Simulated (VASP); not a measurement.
NaI: single point with r2SCAN

NaI:

```
CELL_PARAMETERS angstrom
4.03958 0.00000 0.00000
0.00000 4.03958 0.00000
0.00000 0.00000 4.03958
ATOMIC_POSITIONS crystal
Na 0.00000 0.00000 0.00000
I 0.50000 0.50000 0.50000
```

```
Program             : VASP 6.6.1
Task                : single point
Functional          : r2SCAN
Potentials or basis : VASP PAW PBE potentials, release 64 (Na_pv, I)
Cutoff              : 520 eV
k mesh              : 6 × 6 × 6
Occupations         : gaussian, width 0.02 eV
Spin                : no spin polarisation
```

* Pressure: 0.0 GPa
* Band gap on the k mesh: 3.07 eV (least direct gap 3.36 eV)

Levels at points of the mesh, in eV from the valence-band top:
| k point | band 5 | band 6 | band 7 | band 8 | band 9 | band 10 |
| --- | --- | --- | --- | --- | --- | --- |
| (0.00, 0.00, 0.00) | -0.67 | -0.67 | -0.67 | 3.07 | 6.11 | 6.11 |
| (0.50, 0.00, 0.00) | -3.30 | -0.34 | -0.34 | 5.33 | 7.17 | 7.67 |
| (0.50, 0.50, 0.00) | -2.65 | -2.65 | 0.00 | 3.36 | 7.69 | 9.03 |
| (0.50, 0.50, 0.50) | -2.16 | -2.16 | -2.16 | 4.66 | 4.66 | 4.66 |

Wall time 2.3 min on 1 thread of Intel Xeon 8259CL, with other jobs on the host, peak memory 0.18 GiB.

Caveat: the PAW data sets were made with another functional, which shifts forces and pressure a little; spin-orbit coupling is left out, which moves the levels of the heavy elements. A k mesh can miss the band edges.
